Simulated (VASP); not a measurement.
Here is a VASP 6.6.1 calculation.

INCAR

```
PREC = Accurate ; ENCUT = 520
EDIFF = 1E-6 ; ISMEAR = 0
SIGMA = 0.1 ; LREAL = False
LASPH = True ; NELM = 60
ALGO = Fast ; ISIF = 2
LWAVE = False ; LCHARG = False
GGA = PS ; NBANDS = 18
```

KPOINTS

```
Automatic mesh
0
Gamma
  16 16 16
```

The input POSCAR:

```
Ag
1.0
    3.2251146552      0.0000000000      0.0000000000
    0.0000000000      3.2251146552      0.0000000000
    0.2902603190      0.0000000000      3.2251146552
Ag
2
Direct
    0.0000000000      0.0000000000      0.0000000000
    0.5000000000      0.5000000000      0.5000000000
```

Potentials or basis: VASP PAW PBE potentials, release 64 (Ag).

The run is started by

```bash
$ cat potpaw_PBE.64/Ag/POTCAR > POTCAR
$ mpirun -np 1 vasp_std > vasp.out
```

(1) Predict the band gap on the k mesh.

(2) What does it give for the pressure?

Answers

(1) zero (band 11 reaches 13.69 eV, above the bottom of band 12 at 6.54 eV).

(2) 0.6 GPa.

Caveat: the cell differs from its parent crystal (shear of c along a, cell held: +9.0 %); the PAW data sets were made with another functional, which shifts forces and pressure a little.
